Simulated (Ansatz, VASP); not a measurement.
**Tl: VASP beside Ansatz**

```xyz
1
Lattice="0.0000 2.4301 2.4301 2.4301 0.0000 2.4301 2.4301 2.4301 0.0000" Properties=species:S:1:pos:R:3 pbc="T T T"
Tl    0.0000    0.0000    0.0000
```

Alike in both runs: task single point; functional r2SCAN; k mesh 12 × 12 × 12; occupations fermi-dirac, width 0.1 eV; no spin polarisation.

|  | VASP | Ansatz |
| --- | --- | --- |
| version | VASP 6.6.1 | Ansatz 0.2.0 |
| potentials or method | VASP PAW PBE potentials, release 64 (Tl_d), cutoff 520 eV | plane waves (500 eV) with PAW, scalar-relativistic |
| valence electrons in the cell | 13 | 13 |

|  | VASP | Ansatz | Ansatz less VASP |
| --- | --- | --- | --- |
| pressure (GPa) | 1.5 | 1.5 | +0.03 |

VASP's potentials were made for PBE, not for r2SCAN. With one functional, cell and mesh, what is left measures potentials, basis and numerics.

Spin-orbit coupling is off throughout.
